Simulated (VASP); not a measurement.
# Si (Cm) in VASP: notebook

Si is run at these levels: r2SCAN; tasks: single point.

Program: VASP 6.6.1. These are calculated values, not measurements. Logs are shortened: lines on timing, memory, paths and dates and some standing lists are left out, and cuts for length are marked.

### Step 1. The cell of the first run

The structure is monoclinic, space group Cm (No. 8). The conventional cell has a = 3.845 Å, b = 9.406 Å, c = 5.081 Å, α = 90.00°, β = 112.23°, γ = 90.00°. Si (site symmetry m) has 3 Si at 2.11 to 2.26 Å within 2.8 Å. Si (site symmetry m) has 3 Si at 2.11 to 2.38 Å within 2.8 Å. Within 3.0 Å of Si (site symmetry 1) lie 4 Si at 2.26 to 2.38 Å.

### Step 2. Single point, r2SCAN (atom 1 (Si) moved by (-0.300, -0.600) A along [1 1 0] and z)

POSCAR reads:

```
Si
1.0
   -3.3254442900      3.3254442900      1.9223856600
    3.3254442900     -3.3254442900      1.9223856600
    3.3254442900      3.3254442900     -1.9223856600
Si
4
Direct
   -0.0091503276     -0.0091503276      0.2938115357
    0.8211989400      0.8211989400      0.6423978800
    0.1788010600      0.8211989400      0.0000000000
    0.8211989400      0.1788010600      0.0000000000
```

INCAR.step1 reads:

```
SYSTEM = Si
ALGO = Normal ; EDIFF = 1E-4
ENCUT = 520 ; GGA = PE
ISMEAR = 0 ; LASPH = .TRUE.
LCHARG = .FALSE. ; LREAL = .FALSE.
LWAVE = .TRUE. ; NBANDS = 16
NELM = 100 ; PREC = Accurate
SIGMA = 0.03
```

INCAR.step2 reads:

```
SYSTEM = Si
ALGO = Normal ; EDIFF = 1E-6
ENCUT = 520 ; ISIF = 2
ISMEAR = 0 ; ISTART = 1
LASPH = .TRUE. ; LCHARG = .FALSE.
LMIXTAU = .TRUE. ; LREAL = .FALSE.
LWAVE = .FALSE. ; METAGGA = R2SCAN
NBANDS = 16 ; NELM = 100
PREC = Accurate ; SIGMA = 0.03
```

KPOINTS reads:

```
k-points
0
G
  10 10 10
  0 0 0
```

Potentials or basis: VASP PAW PBE potentials, release 64 (Si).

On the command line:

```bash
> cat potpaw_PBE.64/Si/POTCAR > POTCAR
> cp INCAR.step1 INCAR
> mpirun -np 1 vasp_std > vasp.out
> cp INCAR.step2 INCAR
> mpirun -np 1 vasp_std > vasp.out
```

OUTCAR:

```text
SYSTEM = Si
   EDIFF = 1E-6
   ENCUT = 520
   ISIF = 2
   ISMEAR = 0
   ISTART = 1
   LASPH = .TRUE.
   LREAL = .FALSE.
   METAGGA = R2SCAN
   NELM = 100
   PREC = Accurate

 ion  position               nearest neighbor table
   1  0.991  0.991  0.294-   2 2.11   3 2.26   4 2.26   2 3.01   2 3.12
   2  0.821  0.821  0.642-   1 2.11   3 2.38   4 2.38   1 3.01   1 3.12
   3  0.179  0.821  0.000-   1 2.26   4 2.34   4 2.34   2 2.38
   4  0.821  0.179  0.000-   1 2.26   3 2.34   3 2.34   2 2.38

  LATTYP: Found a body centered tetragonal cell.
 ALAT       =     6.6508885800
 C/A-ratio  =     0.5780838566

  Lattice vectors:

 A1 = (  -3.3254442900,   3.3254442900,   1.9223856600)
 A2 = (   3.3254442900,  -3.3254442900,   1.9223856600)
 A3 = (   3.3254442900,   3.3254442900,  -1.9223856600)

Analysis of symmetry for initial positions (statically):
=====================================================================
 Subroutine PRICEL returns:
 Original cell was already a primitive cell.

 Routine SETGRP: Setting up the symmetry group for a
 body centered tetragonal supercell.

 Subroutine GETGRP returns: Found  2 space group operations
 (whereof  2 operations were pure point group operations)
 out of a pool of 16 trial point group operations.

The static configuration has the point symmetry C_1h.

Analysis of symmetry for dynamics (positions and initial velocities):
=====================================================================
 Subroutine PRICEL returns:
 Original cell was already a primitive cell.

 Routine SETGRP: Setting up the symmetry group for a
 body centered tetragonal supercell.

 Subroutine GETGRP returns: Found  2 space group operations
 (whereof  2 operations were pure point group operations)
 out of a pool of 16 trial point group operations.

The dynamic configuration has the point symmetry C_1h.

 Subroutine INISYM returns: Found  2 space group operations
 (whereof  2 operations are pure point group operations),
 and found     1 'primitive' translations

----------------------------------------------------------------------------------------

                                     Primitive cell

  volume of cell :      85.0354

  direct lattice vectors                    reciprocal lattice vectors
    -3.325444290  3.325444290  1.922385660     0.000000000  0.150355849  0.260093492
[... 92 lines left out ...]
   EDIFFG = 0.1E-04   stopping-criterion for IOM
   NSW    =      0    number of steps for IOM
   IBRION =     -1    ionic relax: 0-MD 1-quasi-New 2-CG
   NFREE  =      0    steps in history (QN), initial steepest desc. (CG)
   ISIF   =      2    stress and relaxation
   ISYM   =      2    0-nonsym 1-usesym 2-fastsym
   POTIM  = 0.5000    time-step for ionic-motion
   TEBEG  =    0.0;   TEEND  =   0.0 temperature during run
   PSTRESS=    0.0 pullay stress
   NELECT =      16.0000    total number of electrons
   NUPDOWN=      -1.0000    fix difference up-down
   EMIN   =  10.00;   EMAX   =-10.00  energy-range for DOS
   EFERMI =   0.00;   METHOD = LEGACY
   ISMEAR =     0;   SIGMA  =   0.03  broadening in eV -4-tet -1-fermi 0-gaus
   EFERMI_NEDOS =   21; number of points for ismear=-14 and -15
   IALGO  =     38    algorithm
   IMIX   =      4    mixing-type and parameters
     AMIX     =   0.40;   BMIX     =  1.00
     AMIX_MAG =   1.60;   BMIX_MAG =  1.00
  volume/ion in A,a.u.               =      21.26       143.46
  Fermi-wavevector in a.u.,A,eV,Ry     =   0.938098  1.772748 11.973506  0.880028
  Thomas-Fermi vector in A             =   2.065276
   LORBIT       =      0    0 simple, 1 ext, 2 COOP (PROOUT), +10 PAW based schemes
   METAGGA = R2SCAN    functional components
   LHFCALC =     F    Hartree Fock is set to
   AEXX    =    0.0000 exact exchange contribution
   IVDW    =     0    specifies the selected vdW correction
   LEPSILON=     F    determine dielectric tensor
   LRPA    =     F    only Hartree local field effects (RPA)
 non-spin polarized calculation
 Gauss-broadening in eV      SIGMA  =   0.03
  energy-cutoff  :      520.00
  volume of cell :       85.04
 maximum number of plane-waves:      2319
 NGX is ok and might be reduce to    40
   NGX = 19   NGY = 19   NGZ = 19

 number of electron      16.0000000 magnetization

 Free energy of the ion-electron system (eV)
  ---------------------------------------------------
  ext. energy  EPLUGINS =         0.00000000
  ---------------------------------------------------
  free energy    TOTEN  =       -33.06332264 eV

  energy without entropy =      -33.06284101  energy(sigma->0) =      -33.06308182

 E-fermi :   5.5364     XC(G=0):  -9.5510

 val. band max:        5.5289646233   @ k =  -0.4000   0.4000   0.3000
 cond. band min:       5.5371553319   @ k =  -0.4000   0.4000   0.1000
 fundamental gap:      0.0081907086
 Fermi energy:         5.5363840980

 k-point     1 :       0.0000    0.0000    0.0000
  band No.  band energies     occupation
      1      -7.5306      2.00000
      2      -2.7988      2.00000
      3      -0.8197      2.00000
      4      -0.6286      2.00000
      5       0.6315      2.00000
      6       3.4100      2.00000
[... 433 lines left out ...]
      3      -2.8546      2.00000
      4      -0.4893      2.00000
      5       1.1967      2.00000
      6       2.1490      2.00000
[... 8 lines left out ...]
     15      12.4559      0.00000
     16      13.6599      0.00000

 [... further k-points ...]

------------------------ aborting loop because EDIFF is reached ----------------------------------------

  FORCE on cell =-STRESS in cart. coord.  units (eV):
  Direction    XX          YY          ZZ          XY          YZ          ZX
  --------------------------------------------------------------------------------------
  -------------------------------------------------------------------------------------
  Total        3.1074009      3.1074009      0.6805000      0.4769338     -2.5686169     -2.5686181
  in kB       58.5474522     58.5474522     12.8215002      8.9860500    -48.3960655    -48.3960875
  external PRESSURE =      43.3054682 kB  Pullay stress =       0.0000000 kB

 VOLUME and BASIS-vectors are now :
 -----------------------------------------------------------------------------
  energy-cutoff  :      520.00
  volume of cell :       85.04
      direct lattice vectors                 reciprocal lattice vectors
    -3.325444290  3.325444290  1.922385660     0.000000000  0.150355849  0.260093492
     3.325444290 -3.325444290  1.922385660     0.150355849  0.000000000  0.260093492
     3.325444290  3.325444290 -1.922385660     0.150355849  0.150355849  0.000000000

 POSITION                                       TOTAL-FORCE (eV/Angst)
 -----------------------------------------------------------------------------------
      0.97705      0.97705      3.24477        -0.082492     -0.082492      3.081431
      2.13626      2.13626      1.92239         1.238240      1.238240     -2.843914
      2.13626     -2.13626      1.92239        -0.822125     -0.333623     -0.118759
     -2.13626      2.13626      1.92239        -0.333623     -0.822125     -0.118759
 -----------------------------------------------------------------------------------
    total drift:                               -0.000016     -0.000016      0.000015

  FREE ENERGIE OF THE ION-ELECTRON SYSTEM (eV)
  ---------------------------------------------------
  free  energy   TOTEN  =       -33.0633226354 eV

  energy  without entropy=      -33.0628410120  energy(sigma->0) =      -33.06308182
```

OUTCAR.step1:

```text
SYSTEM = Si
   EDIFF = 1E-4
   ENCUT = 520
   GGA = PE
   ISMEAR = 0
   LASPH = .TRUE.
   LREAL = .FALSE.
   NELM = 100
[... 684 lines left out ...]
      2.13626      2.13626      1.92239         1.272159      1.272159     -2.775541
      2.13626     -2.13626      1.92239        -0.809120     -0.302896     -0.036138
     -2.13626      2.13626      1.92239        -0.302896     -0.809120     -0.036138
 -----------------------------------------------------------------------------------
    total drift:                                0.000183      0.000183      0.000270

  FREE ENERGIE OF THE ION-ELECTRON SYSTEM (eV)
  ---------------------------------------------------
  free  energy   TOTEN  =       -19.8119613515 eV

  energy  without entropy=      -19.8114044379  energy(sigma->0) =      -19.81168289
```

Run time: 17 min. Hardware: 1 thread of AMD EPYC 9R45 (Zen 5), shared host; peak memory 0.4 GiB.

Results:

- Free energy: -33.0633 eV
- Pressure: 4.3 GPa
- Largest force: 3.340 eV/Å
- Band gap on the k mesh: zero (bands 8 and 9 overlap by 0.96 eV)

Forces on the atoms (eV/Å):
```
Si  -0.082 -0.082  3.081
Si   1.238  1.238 -2.844
Si  -0.822 -0.334 -0.119
Si  -0.334 -0.822 -0.119
```

Caveat: the cell differs from its parent crystal (atom 1 (Si) moved by (-0.300, -0.600) A along [1 1 0] and z); the cell stands under pressure; the PAW data sets were made with another functional, which shifts forces and pressure a little.

### Step 3. Single point, r2SCAN (atom 1 (Si) moved by (+0.600, -0.600) A along [1 1 0] and z)

Changes to POSCAR since step 2:

```diff
@@ -8,3 +8,3 @@
 Direct
-   -0.0091503276     -0.0091503276      0.2938115357
+    0.0865355489      0.0865355489      0.4851832886
     0.8211989400      0.8211989400      0.6423978800
```

INCAR.step1 reads:

```
PREC = Accurate
ENCUT = 520
ISMEAR = 0
SIGMA = 0.03
LREAL = F
LASPH = T
NELM = 100
NBANDS = 16
GGA = PE
ALGO = Normal
EDIFF = 1E-4
LWAVE = T
LCHARG = F
```

INCAR.step2 reads:

```
PREC = Accurate
ENCUT = 520
EDIFF = 1E-6
ISMEAR = 0
SIGMA = 0.03
LREAL = F
LASPH = T
NELM = 100
ALGO = Normal
ISIF = 2
LWAVE = F
LCHARG = F
METAGGA = R2SCAN
LMIXTAU = T
NBANDS = 16
ISTART = 1
```

KPOINTS reads:

```
regular mesh
0
Gamma
  10 10 10
```

Potentials or basis: VASP PAW PBE potentials, release 64 (Si).

On the command line:

```bash
> cat potpaw_PBE.64/Si/POTCAR > POTCAR
> cp INCAR.step1 INCAR
> mpirun -np 1 vasp_std > vasp.out
> cp INCAR.step2 INCAR
> mpirun -np 1 vasp_std > vasp.out
```

OUTCAR:

```text
PREC = Accurate
   ENCUT = 520
   EDIFF = 1E-6
   ISMEAR = 0
   LREAL = F
   LASPH = T
   NELM = 100
   ISIF = 2
   METAGGA = R2SCAN
   ISTART = 1

 ion  position               nearest neighbor table
   1  0.087  0.087  0.485-   2 1.52   2 2.63   3 2.90   4 2.90
   2  0.821  0.821  0.642-   1 1.52   3 2.38   4 2.38   1 2.63
   3  0.179  0.821  0.000-   4 2.34   4 2.34   2 2.38   1 2.90
   4  0.821  0.179  0.000-   3 2.34   3 2.34   2 2.38   1 2.90

 -----------------------------------------------------------------------------
|                                                                             |
|           W    W    AA    RRRRR   N    N  II  N    N   GGGG   !!!           |
|           W    W   A  A   R    R  NN   N  II  NN   N  G    G  !!!           |
|           W    W  A    A  R    R  N N  N  II  N N  N  G       !!!           |
|           W WW W  AAAAAA  RRRRR   N  N N  II  N  N N  G  GGG   !            |
|           WW  WW  A    A  R   R   N   NN  II  N   NN  G    G                |
|           W    W  A    A  R    R  N    N  II  N    N   GGGG   !!!           |
|                                                                             |
|     The distance between some ions is very small. Please check the          |
|     nearest-neighbor list in the OUTCAR file.                               |
|     I HOPE YOU KNOW WHAT YOU ARE DOING!                                     |
[... 205 lines left out ...]
      5       2.0880      2.00000
      6       3.5572      2.00000
[... 433 lines left out ...]
      3      -2.7545      2.00000
      4      -0.8718      2.00000
      5       0.6854      2.00000
      6       1.7559      2.00000
[... 8 lines left out ...]
     15      12.7095      0.00000
     16      12.9352      0.00000

 [... further k-points ...]

------------------------ aborting loop because EDIFF is reached ----------------------------------------

  FORCE on cell =-STRESS in cart. coord.  units (eV):
  Direction    XX          YY          ZZ          XY          YZ          ZX
  --------------------------------------------------------------------------------------
  -------------------------------------------------------------------------------------
  Total        4.3559654      4.3559654     45.0566119      6.2374837    -17.4345137    -17.4345104
  in kB       82.0720230     82.0720230    848.9248573    117.5222620   -328.4887934   -328.4887319
  external PRESSURE =     337.6896345 kB  Pullay stress =       0.0000000 kB

 VOLUME and BASIS-vectors are now :
 -----------------------------------------------------------------------------
  energy-cutoff  :      520.00
  volume of cell :       85.04
      direct lattice vectors                 reciprocal lattice vectors
    -3.325444290  3.325444290  1.922385660     0.000000000  0.150355849  0.260093492
     3.325444290 -3.325444290  1.922385660     0.150355849  0.000000000  0.260093492
     3.325444290  3.325444290 -1.922385660     0.150355849  0.150355849  0.000000000

 POSITION                                       TOTAL-FORCE (eV/Angst)
 -----------------------------------------------------------------------------------
      1.61345      1.61345     -0.60000       -15.621359    -15.621359     36.895593
      2.13626      2.13626      1.92239        13.987016     13.987016    -36.087650
      2.13626     -2.13626      1.92239         0.921299      0.713044     -0.403971
     -2.13626      2.13626      1.92239         0.713044      0.921299     -0.403971
 -----------------------------------------------------------------------------------
    total drift:                                0.000095      0.000095     -0.000127

  FREE ENERGIE OF THE ION-ELECTRON SYSTEM (eV)
  ---------------------------------------------------
  free  energy   TOTEN  =       -22.9660333437 eV

  energy  without entropy=      -22.9656247555  energy(sigma->0) =      -22.96582905
```

OUTCAR.step1:

```text
PREC = Accurate
   ENCUT = 520
   ISMEAR = 0
   LREAL = F
[... 701 lines left out ...]
      1.61345      1.61345     -0.60000       -15.398910    -15.398910     36.593549
      2.13626      2.13626      1.92239        13.805540     13.805540    -35.879059
      2.13626     -2.13626      1.92239         0.953955      0.639414     -0.357245
     -2.13626      2.13626      1.92239         0.639414      0.953955     -0.357245
 -----------------------------------------------------------------------------------
    total drift:                                0.000413      0.000413      0.000161

  FREE ENERGIE OF THE ION-ELECTRON SYSTEM (eV)
  ---------------------------------------------------
  free  energy   TOTEN  =        -9.8404502616 eV

  energy  without entropy=       -9.8400810301  energy(sigma->0) =       -9.84026565
```

Run time: 26 min. Hardware: 1 thread of Intel Xeon Platinum 8259CL at 2.50GHz (Skylake/Cascade Lake), shared host; peak memory 0.43 GiB.

Results:

- Free energy: -22.9660 eV
- Pressure: 33.8 GPa
- Largest force: 43.004 eV/Å
- Band gap on the k mesh: zero (bands 8 and 9 overlap by 1.53 eV)

Forces on the atoms (eV/Å):
```
Si  -15.621 -15.621  36.896
Si   13.987  13.987 -36.088
Si    0.921   0.713  -0.404
Si    0.713   0.921  -0.404
```

Stress tensor (GPa, compression positive):
```
  8.21  11.75 -32.85
 11.75   8.21 -32.85
-32.85 -32.85  84.89
```

Caveat: the cell differs from its parent crystal (atom 1 (Si) moved by (+0.600, -0.600) A along [1 1 0] and z); atoms lie so close that the PAW spheres overlap strongly, which falsifies energies and pressures; the cell stands under pressure; the PAW data sets were made with another functional, which shifts forces and pressure a little.
